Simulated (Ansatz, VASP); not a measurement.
# LaScF2: VASP beside Ansatz

```
La Sc F
1.0
     3.67454    0.00000    0.00000
     0.00000    3.67454    0.00000
     0.00000    0.00000    5.15999
La Sc F
1 1 2
Direct
  0.50000 0.50000 0.50000
  0.00000 0.00000 0.00000
  0.00000 0.00000 0.50000
  0.50000 0.50000 0.00000
```

Alike in both runs: task single point; functional PBE; k mesh 12 × 12 × 10; occupations gaussian, width 0.1 eV; no spin polarisation.

```csv
,VASP,Ansatz
version,VASP 6.6.1,Ansatz 0.2.0
potentials or method,"VASP PAW PBE potentials, release 64 (La, Sc_sv, F), cutoff 520 eV","scalar-relativistic, plane waves, PAW"
valence electrons in the cell,36,36
```

```csv
,VASP,Ansatz,Ansatz less VASP
gap on the k mesh at the Fermi level (eV),none,none,-
pressure (GPa),-0.2,0.0,+0.15
```

A gap of «none» marks a metal or a gap that the smearing closes. The functional is the same, so the differences come from potentials, cutoffs and numerics.

Neither program's run includes spin-orbit coupling.
